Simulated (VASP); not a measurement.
# SrAuI3 (P1) in VASP: single point with PBEsol

Aim: the single point of SrAuI3 with PBEsol.

All numbers are computed with VASP 6.6.1; they aren't measurements. Logs are shortened: lines on timing, memory, paths and dates and some standing lists are left out, and cuts for length are marked.

## 1. The cell of the first run

The typed cell holds 10 atoms: a = 9.050 Å, b = 7.413 Å, c = 6.869 Å, α = 59.17°, β = 89.97°, γ = 90.04°.

## 2. Single point, PBEsol

The input, INCAR:

```
PREC = Accurate ; ENCUT = 520
EDIFF = 1E-6 ; ISMEAR = -1
SIGMA = 0.05 ; LREAL = F
LASPH = T ; NELM = 60
ALGO = Normal ; ISIF = 2
LWAVE = F ; LCHARG = T
GGA = PS ; LELF = T
LVHAR = T ; NBANDS = 53
```

The input, KPOINTS:

```
Automatic mesh
0
Gamma
  2 4 4
```

The input, POSCAR:

```
SrAuI3
1.0
    9.0496022881     -0.0254858605     -0.0110733368
    0.0168080392      7.1637854331      1.9041474735
    0.0175624221      1.8867760389      6.6047101422
Sr Au I
2 2 6
Direct
    0.0013128877      0.2462465684      0.1893969944
    0.5011931963      0.2462608385      0.1893800711
    0.2514199610      0.4581191667      0.3946849375
    0.7514408955      0.4581777949      0.3945212059
    0.0010805607      0.2821495410      0.6559130847
    0.2509965345     -0.0973348994      0.3112902668
    0.2515904062      0.6062357929     -0.0522059253
    0.5012113426      0.2821515015      0.6559142354
    0.7509983435     -0.0971972224      0.3113026997
    0.7515913780      0.6058129554     -0.0523779325
```

Potentials or basis: VASP PAW PBE potentials, release 64 (Sr_sv, Au, I).

Run with:

```sh
cat potpaw_PBE.64/Sr_sv/POTCAR potpaw_PBE.64/Au/POTCAR potpaw_PBE.64/I/POTCAR > POTCAR
mpirun -np 1 vasp_std > vasp.out
```

OUTCAR:

```text
PREC = Accurate
   ENCUT = 520
   EDIFF = 1E-6
   ISMEAR = -1
   LREAL = F
   LASPH = T
   NELM = 60
   ISIF = 2
   GGA = PS

 ion  position               nearest neighbor table
   1  0.001  0.246  0.189-   9 3.18   6 3.18  10 3.23   7 3.23   5 3.35   4 3.44   3 3.44   5 3.54
                             2 4.52   2 4.53
   2  0.501  0.246  0.189-   6 3.18   9 3.18  10 3.23   7 3.23   8 3.35   3 3.44   4 3.44   8 3.54
                             1 4.52   1 4.53
   3  0.251  0.458  0.395-   7 2.68   8 2.76   5 2.76   6 3.04   2 3.44   1 3.44
   4  0.751  0.458  0.395-  10 2.68   5 2.76   8 2.76   9 3.04   1 3.44   2 3.44
   5  0.001  0.282  0.656-   4 2.76   3 2.76   1 3.35   1 3.54
   6  0.251  0.903  0.311-   3 3.04   2 3.18   1 3.18
   7  0.252  0.606  0.948-   3 2.68   2 3.23   1 3.23
   8  0.501  0.282  0.656-   3 2.76   4 2.76   2 3.35   2 3.54
   9  0.751  0.903  0.311-   4 3.04   1 3.18   2 3.18
  10  0.752  0.606  0.948-   4 2.68   2 3.23   1 3.23

  LATTYP: Found a triclinic cell.
 ALAT       =     7.0669737595
 B/A-ratio  =     0.9719785160
 C/A-ratio  =     1.2805544860
 COS(alpha) =     0.0006066557
 COS(beta)  =     0.0013957787
 COS(gamma) =     0.4344494050

  Lattice vectors:

 A1 = (  -0.0007543829,   5.2770093942,  -4.7005626687)
 A2 = (  -0.0175624221,  -1.8867760389,  -6.6047101422)
 A3 = (  -9.0496022881,   0.0254858605,   0.0110733368)

Analysis of symmetry for initial positions (statically):
=====================================================================
 Subroutine PRICEL returns:
 Original cell was already a primitive cell.

 Routine SETGRP: Setting up the symmetry group for a
 triclinic supercell.

 Subroutine GETGRP returns: Found  1 space group operations
 (whereof  1 operations were pure point group operations)
 out of a pool of  2 trial point group operations.

The static configuration has the point symmetry C_1 .

Analysis of symmetry for dynamics (positions and initial velocities):
=====================================================================
 Subroutine PRICEL returns:
 Original cell was already a primitive cell.

 Routine SETGRP: Setting up the symmetry group for a
 triclinic supercell.

 Subroutine GETGRP returns: Found  1 space group operations
 (whereof  1 operations were pure point group operations)
 out of a pool of  2 trial point group operations.

The dynamic configuration has the point symmetry C_1 .

 Subroutine INISYM returns: Found  1 space group operations
 (whereof  1 operations are pure point group operations),
 and found     1 'primitive' translations

----------------------------------------------------------------------------------------

                                     Primitive cell

  volume of cell :     395.6700

  direct lattice vectors                    reciprocal lattice vectors
     9.049602288 -0.025485860 -0.011073337     0.110501251 -0.000196049 -0.000237826
     0.016808039  7.163785433  1.904147473     0.000372618  0.151060730 -0.043154704
     0.017562422  1.886776039  6.604710142     0.000077838 -0.043551355  0.163848263

  length of vectors
     9.049644950  7.412548944  6.868946668     0.110501680  0.157104460  0.169537547

  position of ions in fractional coordinates (direct lattice)
     0.001312888  0.246246568  0.189396994
     0.501193196  0.246260838  0.189380071
     0.251419961  0.458119167  0.394684938
     0.751440895  0.458177795  0.394521206
     0.001080561  0.282149541  0.655913085
     0.250996534  0.902665101  0.311290267
     0.251590406  0.606235793  0.947794075
     0.501211343  0.282151502  0.655914235
     0.750998344  0.902802778  0.311302700
     0.751591378  0.605812955  0.947622067

  ion indices of the primitive-cell ions
   primitive index   ion index
                 1           1
                 2           2
                 3           3
                 4           4
                 5           5
                 6           6
                 7           7
                 8           8
                 9           9
                10          10

----------------------------------------------------------------------------------------

 KPOINTS: Automatic mesh

Automatic generation of k-mesh.
 Grid dimensions read from file:
 generate k-points for:    2    4    4

 Generating k-lattice:

  Cartesian coordinates                     Fractional coordinates (reciprocal lattice)
     0.055250625 -0.000098025 -0.000118913     0.500000000  0.000000000 -0.000000000
     0.000093155  0.037765183 -0.010788676     0.000000000  0.250000000 -0.000000000
     0.000019460 -0.010887839  0.040962066     0.000000000 -0.000000000  0.250000000

  Length of vectors
     0.055250840  0.039276115  0.042384387

  Shift w.r.t. Gamma in fractional coordinates (k-lattice)
     0.000000000  0.000000000  0.000000000

 Subroutine IBZKPT returns following result:
 ===========================================

 Found     20 irreducible k-points:

 Following reciprocal coordinates:
            Coordinates               Weight
  0.000000  0.000000  0.000000      1.000000
  0.500000  0.000000  0.000000      1.000000
  0.000000  0.250000 -0.000000      2.000000
  0.500000  0.250000 -0.000000      2.000000
  0.000000  0.500000 -0.000000      1.000000
  0.500000  0.500000  0.000000      1.000000
[... 12 lines left out ...]
  0.000000  0.500000  0.500000      1.000000
  0.500000  0.500000  0.500000      1.000000
   k-points           NKPTS =     20   k-points in BZ     NKDIM =     20   number of bands    NBANDS=     53
   number of dos      NEDOS =    301   number of ions     NIONS =     10
   total plane-waves  NPLWV = 211680
   dimension x,y,z NGX =    70 NGY =   56 NGZ =   54
   dimension x,y,z NGXF=   140 NGYF=  112 NGZF=  108
   ions per type =               2   2   6
   NGX,Y,Z   is equivalent  to a cutoff of  12.86, 12.56, 13.07 a.u.
   NGXF,Y,Z  is equivalent  to a cutoff of  25.72, 25.12, 26.14 a.u.
 SYSTEM =  unknown system
   PREC   = accura    normal or accurate (medium, high low for compatibility)
   ISTART =      0    job   : 0-new  1-cont  2-samecut
   ICHARG =      2    charge: 1-file 2-atom 10-const
   ISPIN  =      1    spin polarized calculation?
   LNONCOLLINEAR =      F non collinear calculations
   LSORBIT =      F    spin-orbit coupling
   LASPH  =      T    aspherical Exc in radial PAW
   ENCUT  =  520.0 eV  38.22 Ry    6.18 a.u.  16.83 13.78 12.77*2*pi/ulx,y,z
   NELM   =     60;   NELMIN=  2; NELMDL= -5     # of ELM steps
   EDIFF  = 0.1E-05   stopping-criterion for ELM
   LREAL  =      F    real-space projection
   EDIFFG = 0.1E-04   stopping-criterion for IOM
   NSW    =      0    number of steps for IOM
   IBRION =     -1    ionic relax: 0-MD 1-quasi-New 2-CG
   NFREE  =      0    steps in history (QN), initial steepest desc. (CG)
   ISIF   =      2    stress and relaxation
   ISYM   =      2    0-nonsym 1-usesym 2-fastsym
   POTIM  = 0.5000    time-step for ionic-motion
   TEBEG  =    0.0;   TEEND  =   0.0 temperature during run
   PSTRESS=    0.0 pullay stress
   NELECT =      84.0000    total number of electrons
   NUPDOWN=      -1.0000    fix difference up-down
   EMIN   =  10.00;   EMAX   =-10.00  energy-range for DOS
   EFERMI =   0.00;   METHOD = LEGACY
   ISMEAR =    -1;   SIGMA  =   0.05  broadening in eV -4-tet -1-fermi 0-gaus
   EFERMI_NEDOS =   21; number of points for ismear=-14 and -15
   IALGO  =     38    algorithm
   IMIX   =      4    mixing-type and parameters
     AMIX     =   0.40;   BMIX     =  1.00
     AMIX_MAG =   1.60;   BMIX_MAG =  1.00
  volume/ion in A,a.u.               =      39.57       267.01
  Fermi-wavevector in a.u.,A,eV,Ry     =   0.976615  1.845535 12.976932  0.953778
  Thomas-Fermi vector in A             =   2.107248
   LORBIT       =      0    0 simple, 1 ext, 2 COOP (PROOUT), +10 PAW based schemes
   GGA     = PS    functional components
   LHFCALC =     F    Hartree Fock is set to
   AEXX    =    0.0000 exact exchange contribution
   IVDW    =     0    specifies the selected vdW correction
   LEPSILON=     F    determine dielectric tensor
   LRPA    =     F    only Hartree local field effects (RPA)
 non-spin polarized calculation
  energy-cutoff  :      520.00
  volume of cell :      395.67
 maximum number of plane-waves:     10696
 NGX is ok and might be reduce to    70
   NGX = 33   NGY = 27   NGZ = 25

 number of electron      83.9999997 magnetization

 Free energy of the ion-electron system (eV)
  ---------------------------------------------------
  ext. energy  EPLUGINS =         0.00000000
  ---------------------------------------------------
  free energy    TOTEN  =       -31.41785968 eV

  energy without entropy =      -31.41785967  energy(sigma->0) =      -31.41785968

 E-fermi :   3.0461     XC(G=0):  -8.2078

 val. band max:        2.1832989931   @ k =   0.0000   0.0000   0.0000
 cond. band min:       3.8618245641   @ k =   0.0000   0.0000   0.0000
 fundamental gap:      1.6785255710
 Fermi energy:         3.0461419349

 k-point     1 :       0.0000    0.0000    0.0000
  band No.  band energies     occupation
      1     -32.3875      2.00000
      2     -32.3846      2.00000
      3     -14.5373      2.00000
      4     -14.4929      2.00000
      5     -14.4838      2.00000
      6     -14.4757      2.00000
[... 45 lines left out ...]
     52       7.5050      0.00000
     53       7.6422      0.00000

 k-point     2 :       0.5000    0.0000    0.0000
  band No.  band energies     occupation
      1     -32.3861      2.00000
      2     -32.3861      2.00000
      3     -14.4817      2.00000
      4     -14.4816      2.00000
      5     -14.4725      2.00000
      6     -14.4725      2.00000
[... 45 lines left out ...]
     52       6.9330      0.00000
     53       7.7002      0.00000
[... 950 lines left out ...]
     52       7.3944      0.00000
     53       7.3986      0.00000

 k-point    20 :       0.5000    0.5000    0.5000
  band No.  band energies     occupation
      1     -32.3861      2.00000
      2     -32.3860      2.00000
      3     -14.4947      2.00000
      4     -14.4947      2.00000
      5     -14.4725      2.00000
      6     -14.4725      2.00000
[... 45 lines left out ...]
     52       7.1176      0.00000
     53       7.7729      0.00000

------------------------ aborting loop because EDIFF is reached ----------------------------------------

  FORCE on cell =-STRESS in cart. coord.  units (eV):
  Direction    XX          YY          ZZ          XY          YZ          ZX
  --------------------------------------------------------------------------------------
  -------------------------------------------------------------------------------------
  Total        0.2046609      0.1413808      0.0337333      0.0030083     -0.0119905     -0.0051267
  in kB        0.8287285      0.5724900      0.1365956      0.0121815     -0.0485530     -0.0207594
  external PRESSURE =       0.5126047 kB  Pullay stress =       0.0000000 kB

 VOLUME and BASIS-vectors are now :
 -----------------------------------------------------------------------------
  energy-cutoff  :      520.00
  volume of cell :      395.67
      direct lattice vectors                 reciprocal lattice vectors
     9.049602288 -0.025485860 -0.011073337     0.110501251 -0.000196049 -0.000237826
     0.016808039  7.163785433  1.904147473     0.000372618  0.151060730 -0.043154704
     0.017562422  1.886776039  6.604710142     0.000077838 -0.043551355  0.163848263

 POSITION                                       TOTAL-FORCE (eV/Angst)
 -----------------------------------------------------------------------------------
      0.01935      2.12137      1.71979         0.000332      0.001438     -0.000392
      4.54306      2.10870      1.71417         0.000273      0.001195     -0.000190
      2.28988      4.02014      3.47632         0.000309      0.002320     -0.000896
      6.81487      4.00751      3.46982        -0.000175      0.004581     -0.005552
      0.02604      3.25879      4.86936         0.002160      0.002080      0.005309
      2.29206      7.04744      3.77201        -0.000278     -0.020811      0.003141
      2.30363      6.12481      7.41148        -0.000056      0.013294     -0.006466
      4.55203      3.24606      4.86383        -0.002145      0.002258      0.004782
      6.81688      7.03570      3.76682        -0.000474     -0.024675      0.001032
      6.82843      6.10871      7.40400         0.000053      0.018320     -0.000767
 -----------------------------------------------------------------------------------
    total drift:                                0.000720      0.000148     -0.000030

  FREE ENERGIE OF THE ION-ELECTRON SYSTEM (eV)
  ---------------------------------------------------
  free  energy   TOTEN  =       -31.4178596845 eV

  energy  without entropy=      -31.4178596749  energy(sigma->0) =      -31.41785968
```

It took 9.6 min on 1 thread of Intel Xeon Platinum 8259CL at 2.50GHz (Skylake/Cascade Lake), shared host; peak memory 0.72 GiB.

Results:

```
Free energy            : -31.4179 eV
Pressure               : 0.1 GPa
Largest force          : 0.025 eV/Å
Band gap on the k mesh : 1.68 eV
```

Forces in eV/Å, atoms in the order of the input:
```
Sr   0.000  0.001  0.000
Sr   0.000  0.001  0.000
Au   0.000  0.002 -0.001
Au   0.000  0.005 -0.006
I    0.002  0.002  0.005
I    0.000 -0.021  0.003
I    0.000  0.013 -0.006
I   -0.002  0.002  0.005
I    0.000 -0.025  0.001
I    0.000  0.018 -0.001
```

Caveat: the PAW data sets were made with another functional, which shifts forces and pressure a little; spin-orbit coupling is left out, which moves the levels of the heavy elements.
